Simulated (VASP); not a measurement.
A run of VASP 6.6.1:

The input INCAR:

```
PREC = Accurate
ENCUT = 600
EDIFF = 1E-6
ISMEAR = 0
SIGMA = 0.02
LREAL = False
LASPH = True
NELM = 80
ALGO = Normal
ISIF = 3
LWAVE = False
LCHARG = False
GGA = PS
IBRION = 2
NSW = 70
EDIFFG = -0.008
PSTRESS = 40.0
```

The input KPOINTS:

```
Automatic mesh
0
Gamma
  6 6 6
```

The input POSCAR:

```
AlGa3N4
1.0
    4.4375602049      0.0000000000      0.0000000000
    0.0000000000      4.4375602049      0.0000000000
    0.0000000000      0.0000000000      4.4375602049
Al Ga N
1 3 4
Direct
    0.0000000000      0.0000000000      0.0000000000
    0.5000000000      0.5000000000      0.0000000000
    0.5000000000      0.0000000000      0.5000000000
    0.0000000000      0.5000000000      0.5000000000
    0.7550434857      0.7550434857      0.2449565143
    0.7550434857      0.2449565143      0.7550434857
    0.2449565143      0.7550434857      0.7550434857
    0.2449565143      0.2449565143      0.2449565143
```

Potentials or basis: VASP PAW PBE potentials, release 64 (Al, Ga_d, N).

Run with:

```sh
$ cat potpaw_PBE.64/Al/POTCAR potpaw_PBE.64/Ga_d/POTCAR potpaw_PBE.64/N/POTCAR > POTCAR
$ mpirun -np 1 vasp_std > vasp.out
```

Hardware: 1 thread of AMD EPYC 7R13, with other jobs on the host.

**Question.** How long does it take, and how much memory?

**Answer.** Wall time 4.8 min on 1 thread of AMD EPYC 7R13, with other jobs on the host, peak memory 0.22 GiB. Counts: scf iterations 25, k points 20, ion steps 3.
